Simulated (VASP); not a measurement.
# MgO (P-4m2) in VASP: further runs

The runs below take MgO through single point, with LDA.

Program: VASP 6.6.1. These are calculated values, not measurements. Logs are shortened: lines on timing, memory, paths and dates and some standing lists are left out, and cuts for length are marked.

## (1) The cell of the first run

The structure is tetragonal, space group P-4m2 (No. 115). The conventional cell has a = 5.523 Å, b = 5.523 Å, c = 5.523 Å, α = 90.00°, β = 90.00°, γ = 90.00°. Mg (site symmetry m) has 4 O at 1.92 to 1.98 Å within 2.5 Å. Mg (site symmetry -4m2) has 4 O at 1.93 Å within 2.6 Å. Mg (site symmetry -4m2) has 4 O at 1.98 Å within 2.6 Å. Within 2.6 Å of O (site symmetry m) lie 4 Mg at 1.93 to 1.98 Å. O (site symmetry -4m2) has 4 Mg at 1.92 Å within 2.5 Å. Within 2.6 Å of O (site symmetry -4m2) lie 4 Mg at 1.98 Å.

## (2) Single point, LDA (mode 14 frozen in at -0.043 Å and mode 24 at +0.000 Å (largest displacements))

Contents of INCAR:

```
SYSTEM = MgO
ALGO = Normal
EDIFF = 1E-6
ENCUT = 520
GGA = CA
ISIF = 2
ISMEAR = 0
LASPH = .TRUE.
LCHARG = .TRUE.
LELF = .TRUE.
LREAL = .FALSE.
LVHAR = .TRUE.
LWAVE = .FALSE.
NBANDS = 36
NELM = 80
PREC = Accurate
SIGMA = 0.05
```

Contents of KPOINTS:

```
k-points
0
G
  4 4 4
  0 0 0
```

Contents of POSCAR:

```
MgO
1.0
    5.5230736673      0.0000000000      0.0000000000
    0.0000000000      5.5230736673      0.0000000000
    0.0000000000      0.0000000000      5.5230736673
Mg O
6 6
Direct
    0.2500000000     -0.0078217316      0.5000000000
    0.0000000000      0.5078217316      0.2500000000
    0.5000000000      0.7500000000      0.0000000000
    0.7500000000     -0.0078217316      0.5000000000
    0.0000000000      0.5078217316      0.7500000000
    0.5000000000      0.2500000000      0.0000000000
    0.2500000000      0.5060856455      0.0000000000
    0.5000000000     -0.0060856455      0.2500000000
    0.0000000000      0.7500000000      0.5000000000
    0.7500000000      0.5060856455      0.0000000000
    0.5000000000     -0.0060856455      0.7500000000
    0.0000000000      0.2500000000      0.5000000000
```

Potentials or basis: VASP PAW LDA potentials, release 64 (Mg, O).

Run with:

```sh
$ cat potpaw_LDA.64/Mg/POTCAR potpaw_LDA.64/O/POTCAR > POTCAR
$ mpirun -np 1 vasp_std > vasp.out
```

OUTCAR:

```text
SYSTEM = MgO
   EDIFF = 1E-6
   ENCUT = 520
   GGA = CA
   ISIF = 2
   ISMEAR = 0
   LASPH = .TRUE.
   LREAL = .FALSE.
   NELM = 80
   PREC = Accurate

 ion  position               nearest neighbor table
   1  0.250  0.992  0.500-   9 1.92   8 1.95  11 1.95  12 1.98   4 2.76   4 2.76   5 3.31   2 3.31
                             3 3.36   3 3.36   6 3.40   6 3.40   2 3.45   5 3.45
   2  0.000  0.508  0.250-   9 1.92   7 1.95  10 1.95  12 1.98   5 2.76   5 2.76   1 3.31   4 3.31
                             3 3.36   3 3.36   6 3.40   6 3.40   1 3.45   4 3.45
   3  0.500  0.750  0.000-   7 1.93   8 1.93  10 1.93  11 1.93   6 2.76   6 2.76   4 3.36   5 3.36
                             1 3.36   1 3.36   4 3.36   2 3.36   2 3.36   5 3.36
   4  0.750  0.992  0.500-   9 1.92   8 1.95  11 1.95  12 1.98   1 2.76   1 2.76   5 3.31   2 3.31
                             3 3.36   3 3.36   6 3.40   6 3.40   2 3.45   5 3.45
   5  0.000  0.508  0.750-   9 1.92   7 1.95  10 1.95  12 1.98   2 2.76   2 2.76   4 3.31   1 3.31
                             3 3.36   3 3.36   6 3.40   6 3.40   1 3.45   4 3.45
   6  0.500  0.250  0.000-   7 1.98   8 1.98  10 1.98  11 1.98   3 2.76   3 2.76   1 3.40   4 3.40
                             5 3.40   1 3.40   4 3.40   2 3.40   2 3.40   5 3.40
   7  0.250  0.506  0.000-   3 1.93   2 1.95   5 1.95   6 1.98
   8  0.500  0.994  0.250-   3 1.93   1 1.95   4 1.95   6 1.98
   9  0.000  0.750  0.500-   1 1.92   2 1.92   4 1.92   5 1.92
  10  0.750  0.506  0.000-   3 1.93   2 1.95   5 1.95   6 1.98
  11  0.500  0.994  0.750-   3 1.93   1 1.95   4 1.95   6 1.98
  12  0.000  0.250  0.500-   1 1.98   2 1.98   4 1.98   5 1.98

  LATTYP: Found a simple cubic cell.
 ALAT       =     5.5230736673

  Lattice vectors:

 A1 = (   5.5230736673,   0.0000000000,   0.0000000000)
 A2 = (   0.0000000000,   5.5230736673,   0.0000000000)
 A3 = (   0.0000000000,   0.0000000000,   5.5230736673)

Analysis of symmetry for initial positions (statically):
=====================================================================
 Subroutine PRICEL returns:
 Original cell was already a primitive cell.

 Routine SETGRP: Setting up the symmetry group for a
 simple cubic supercell.

 Subroutine GETGRP returns: Found  8 space group operations
 (whereof  4 operations were pure point group operations)
 out of a pool of 48 trial point group operations.

The static configuration has the point symmetry C_2v.
 The point group associated with its full space group is D_2d.

Analysis of symmetry for dynamics (positions and initial velocities):
=====================================================================
 Subroutine PRICEL returns:
 Original cell was already a primitive cell.

 Routine SETGRP: Setting up the symmetry group for a
[... 137 lines left out ...]
   IALGO  =     38    algorithm
   IMIX   =      4    mixing-type and parameters
     AMIX     =   0.40;   BMIX     =  1.00
     AMIX_MAG =   1.60;   BMIX_MAG =  1.00
  volume/ion in A,a.u.               =      14.04        94.75
  Fermi-wavevector in a.u.,A,eV,Ry     =   1.077228  2.035666 15.788483  1.160421
  Thomas-Fermi vector in A             =   2.213134
   LORBIT       =      0    0 simple, 1 ext, 2 COOP (PROOUT), +10 PAW based schemes
   GGA     = CA    functional components
   LHFCALC =     F    Hartree Fock is set to
   AEXX    =    0.0000 exact exchange contribution
   IVDW    =     0    specifies the selected vdW correction
   LEPSILON=     F    determine dielectric tensor
   LRPA    =     F    only Hartree local field effects (RPA)
 non-spin polarized calculation
 Gauss-broadening in eV      SIGMA  =   0.05
  energy-cutoff  :      520.00
  volume of cell :      168.48
 maximum number of plane-waves:      4632
 NGX is ok and might be reduce to    42
   NGX = 21   NGY = 21   NGZ = 21

 number of electron      47.9999993 magnetization

 Free energy of the ion-electron system (eV)
  ---------------------------------------------------
  ext. energy  EPLUGINS =         0.00000000
  ---------------------------------------------------
  free energy    TOTEN  =       -77.35995272 eV

  energy without entropy =      -77.35995272  energy(sigma->0) =      -77.35995272

 E-fermi :   0.0333     XC(G=0):  -9.1906

 val. band max:       -0.2149584464   @ k =   0.5000   0.0000   0.5000
 cond. band min:       2.6309927740   @ k =   0.0000   0.0000   0.0000
 fundamental gap:      2.8459512204
 Fermi energy:         0.0333438742

 k-point     1 :       0.0000    0.0000    0.0000
  band No.  band energies     occupation
      1     -16.1929      2.00000
      2     -15.7310      2.00000
      3     -15.6628      2.00000
      4     -15.1745      2.00000
      5     -15.1745      2.00000
      6     -15.0887      2.00000
[... 691 lines left out ...]
     35      11.8862      0.00000
     36      11.9065      0.00000

------------------------ aborting loop because EDIFF is reached ----------------------------------------

  FORCE on cell =-STRESS in cart. coord.  units (eV):
  Direction    XX          YY          ZZ          XY          YZ          ZX
  --------------------------------------------------------------------------------------
  -------------------------------------------------------------------------------------
  Total       -0.6423243     -0.6508550     -0.6423243      0.0000000      0.0000000      0.0000000
  in kB       -6.1083296     -6.1894534     -6.1083296      0.0000000      0.0000000      0.0000000
  external PRESSURE =      -6.1353709 kB  Pullay stress =       0.0000000 kB

 VOLUME and BASIS-vectors are now :
 -----------------------------------------------------------------------------
  energy-cutoff  :      520.00
  volume of cell :      168.48
      direct lattice vectors                 reciprocal lattice vectors
     5.523073667  0.000000000  0.000000000     0.181058603  0.000000000  0.000000000
     0.000000000  5.523073667  0.000000000     0.000000000  0.181058603  0.000000000
     0.000000000  0.000000000  5.523073667     0.000000000  0.000000000  0.181058603

 POSITION                                       TOTAL-FORCE (eV/Angst)
 -----------------------------------------------------------------------------------
      1.38077      5.47987      2.76154         0.039533      0.548531      0.000000
      0.00000      2.80474      1.38077         0.000000     -0.548531     -0.039533
      2.76154      4.14231      0.00000         0.000000      0.000000      0.000000
      4.14231      5.47987      2.76154        -0.039533      0.548531      0.000000
      0.00000      2.80474      4.14231         0.000000     -0.548531      0.039533
      2.76154      1.38077      0.00000         0.000000      0.000000      0.000000
      1.38077      2.79515      0.00000        -0.022017     -0.282232      0.000000
      2.76154      5.48946      1.38077        -0.000000      0.282232      0.022017
      0.00000      4.14231      2.76154         0.000000      0.000000      0.000000
      4.14231      2.79515      0.00000         0.022017     -0.282232      0.000000
      2.76154      5.48946      4.14231        -0.000000      0.282232     -0.022017
      0.00000      1.38077      2.76154         0.000000     -0.000000      0.000000
 -----------------------------------------------------------------------------------
    total drift:                                0.000000     -0.000000     -0.000000

  FREE ENERGIE OF THE ION-ELECTRON SYSTEM (eV)
  ---------------------------------------------------
  free  energy   TOTEN  =       -77.3599527160 eV

  energy  without entropy=      -77.3599527160  energy(sigma->0) =      -77.35995272
```

OSZICAR:

```text
N       E                     dE             d eps       ncg     rms          rms(c)
DAV:   1     0.256837116075E+03    0.25684E+03   -0.22128E+04  1296   0.116E+03
DAV:   2    -0.674872216270E+02   -0.32432E+03   -0.30746E+03  1720   0.257E+02
DAV:   3    -0.928153114779E+02   -0.25328E+02   -0.25194E+02  1636   0.757E+01
DAV:   4    -0.930666188601E+02   -0.25131E+00   -0.25106E+00  1508   0.874E+00
DAV:   5    -0.930692275568E+02   -0.26087E-02   -0.26078E-02  1592   0.874E-01    0.210E+01
DAV:   6    -0.782507036671E+02    0.14819E+02   -0.59612E+01  1456   0.363E+01    0.722E+00
DAV:   7    -0.777075643347E+02    0.54314E+00   -0.12054E+00  1376   0.560E+00    0.390E+00
DAV:   8    -0.773600340204E+02    0.34753E+00   -0.50667E-01  1416   0.479E+00    0.724E-01
DAV:   9    -0.773604298711E+02   -0.39585E-03   -0.70393E-02  1620   0.133E+00    0.403E-01
DAV:  10    -0.773597522887E+02    0.67758E-03   -0.14886E-02  1384   0.610E-01    0.486E-02
DAV:  11    -0.773599360003E+02   -0.18371E-03   -0.89164E-04  1436   0.142E-01    0.404E-02
DAV:  12    -0.773599493684E+02   -0.13368E-04   -0.11076E-04  1452   0.563E-02    0.224E-02
DAV:  13    -0.773599530911E+02   -0.37227E-05   -0.20666E-05  1432   0.292E-02    0.522E-03
DAV:  14    -0.773599527160E+02    0.37510E-06   -0.61663E-06  1656   0.125E-02
   1 F= -.77359953E+02 E0= -.77359953E+02  d E =-.129148E-12
```

Wall time 1.7 min (1 thread of Intel Xeon 6975P-C, shared host); peak memory 0.25 GiB.

Results:

* Free energy: -77.3600 eV
* Pressure: -0.6 GPa
* Largest force: 0.550 eV/Å
* Band gap on the k mesh: 2.85 eV, indirect (the least direct gap lies 1.8 meV higher)

Forces in eV/Å, atoms in the order of the input:
```
Mg   0.040  0.549  0.000
Mg   0.000 -0.549 -0.040
Mg   0.000  0.000  0.000
Mg  -0.040  0.549  0.000
Mg   0.000 -0.549  0.040
Mg   0.000  0.000  0.000
O   -0.022 -0.282  0.000
O    0.000  0.282  0.022
O    0.000  0.000  0.000
O    0.022 -0.282  0.000
O    0.000  0.282 -0.022
O    0.000  0.000  0.000
```

Caveat: the cell differs from its parent crystal (mode 14 frozen in at -0.043 Å and mode 24 at +0.000 Å (largest displacements)).

(Continued in part 2 of 2.)
